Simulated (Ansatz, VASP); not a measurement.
**Zr: VASP beside Ansatz**

Contents of INCAR:

```
PREC = Accurate
ENCUT = 520
EDIFF = 1E-6
ISMEAR = -1
SIGMA = 0.1
LREAL = False
LASPH = True
NELM = 60
ALGO = Normal
ISIF = 2
LWAVE = False
LCHARG = False
GGA = PE
NBANDS = 19
```

The input KPOINTS:

```
Automatic mesh
0
Gamma
  10 10 10
```

The input POSCAR:

```
Zr
1.0
    0.0000000000      3.1856932344      3.1856932344
    3.1856932344      0.0000000000      3.1856932344
    3.1856932344      3.1856932344      0.0000000000
Zr
2
Direct
    0.1250000000      0.1250000000      0.1250000000
    0.8750000000      0.8750000000      0.8750000000
```

Input for Ansatz:

```yaml
crystal:
  lattice:
    - [0.0, 3.1856932344, 3.1856932344]
    - [3.1856932344, 0.0, 3.1856932344]
    - [3.1856932344, 3.1856932344, 0.0]
  atoms:
    - { symbol: Zr, position: [0.125, 0.125, 0.125] }
    - { symbol: Zr, position: [0.875, 0.875, 0.875] }
hamiltonian:
  xc: pbe
  pseudopotentials:
    kind: paw
    azcp:
      Zr: "pseudopotentials/Zr.paw.azcp"
basis:
  ecutwfc: 420
  fft_grid_basis: typed
kpoints:
  mp_grid: { grid: [10, 10, 10], shift: [0, 0, 0] }
magnetization:
  spin_polarized: false
scf:
  occupations: { method: fermi_dirac, width: 0.1 }
  lower_state_search: "off"
output:
  stress: true
```

Alike in both runs: task single point; functional PBE; k mesh 10 × 10 × 10; occupations fermi-dirac, width 0.1 eV; no spin polarisation.

```csv
,VASP,Ansatz
version,VASP 6.6.1,Ansatz 0.2.0
potentials or method,"VASP PAW PBE potentials, release 64 (Zr_sv), cutoff 520 eV","plane waves (420 eV) with PAW, scalar-relativistic"
valence electrons in the cell,24,24
```

|  | VASP | Ansatz | Ansatz less VASP |
| --- | --- | --- | --- |
| pressure (GPa) | -1.2 | -1.2 | -0.06 |

With one functional, cell and mesh, what is left measures potentials, basis and numerics.
